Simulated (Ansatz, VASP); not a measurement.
**Two plane-wave programs on SiF5**

The input INCAR:

```
SYSTEM = SiF5
ALGO = Normal
EDIFF = 1E-7
EDIFFG = -0.08
ENCUT = 600
GGA = PE
IBRION = 2
ISIF = 3
ISMEAR = 0
LASPH = .TRUE.
LCHARG = .FALSE.
LREAL = .FALSE.
LWAVE = .FALSE.
NELM = 80
NSW = 36
PREC = Accurate
SIGMA = 0.2
```

KPOINTS

```
k-points
0
G
  4 4 3
  0 0 0
```

Contents of POSCAR:

```
SiF5
1.0
    5.4000000000      0.0000000000      0.0000000000
   -2.7000000000      4.6765371800      0.0000000000
    0.0000000000      0.0000000000      6.0000000000
Si F
2 10
Direct
    0.3333333300      0.6666666700      0.2500000000
    0.6666666700      0.3333333300      0.7500000000
    0.6760000000      0.8380000000      0.2500000000
    0.1620000000      0.3240000000      0.2500000000
    0.1620000000      0.8380000000      0.2500000000
    0.3333333300      0.6666666700      0.9750000000
    0.3333333300      0.6666666700      0.5250000000
    0.8380000000      0.6760000000      0.7500000000
    0.8380000000      0.1620000000      0.7500000000
    0.3240000000      0.1620000000      0.7500000000
    0.6666666700      0.3333333300      0.4750000000
    0.6666666700      0.3333333300      0.0250000000
```

Input for Ansatz:

```yaml
crystal:
  lattice:
    - [5.4, 0.0, 0.0]
    - [-2.7, 4.67653718, 0.0]
    - [0.0, 0.0, 6.0]
  atoms:
    - { symbol: Si, position: [0.33333333, 0.66666667, 0.25] }
    - { symbol: Si, position: [0.66666667, 0.33333333, 0.75] }
    - { symbol: F, position: [0.676, 0.838, 0.25] }
    - { symbol: F, position: [0.162, 0.324, 0.25] }
    - { symbol: F, position: [0.162, 0.838, 0.25] }
    - { symbol: F, position: [0.33333333, 0.66666667, 0.975] }
    - { symbol: F, position: [0.33333333, 0.66666667, 0.525] }
    - { symbol: F, position: [0.838, 0.676, 0.75] }
    - { symbol: F, position: [0.838, 0.162, 0.75] }
    - { symbol: F, position: [0.324, 0.162, 0.75] }
    - { symbol: F, position: [0.66666667, 0.33333333, 0.475] }
    - { symbol: F, position: [0.66666667, 0.33333333, 0.025] }
basis:
  ecutwfc: 420
kpoints:
  mp_grid: { grid: [4, 4, 3] }
hamiltonian:
  xc: pbe
scf:
  occupations: { method: gaussian, width: 0.2 }
  lower_state_search: "off"
output:
  forces: true
  stress: true
  eigenvalues: true
relax:
  adjacent_minimum: "off"
  f_tol: 0.08
  max_steps: 16
  cell: { stress_tol: 0.8 }
```

Alike in both runs: task relaxation of cell and atoms; functional PBE; k mesh 4 × 4 × 3; occupations gaussian, width 0.2 eV; no spin polarisation.

```csv
,VASP,Ansatz
version,VASP 6.6.1,Ansatz 0.2.0
potentials or method,"VASP PAW PBE potentials, release 64 (Si, F), cutoff 600 eV","scalar-relativistic, plane waves, PAW"
valence electrons in the cell,78,78
```

```csv
,VASP,Ansatz,Ansatz less VASP
relaxed volume (Å³/atom),15.96,16.48,+0.522
relaxed length of the cell vector where the two differ most in proportion (Å),6.445,6.616,+0.1709
```

Noted on VASP's run: the volume moved by over 15 % at a fixed basis, so the end points are rough.
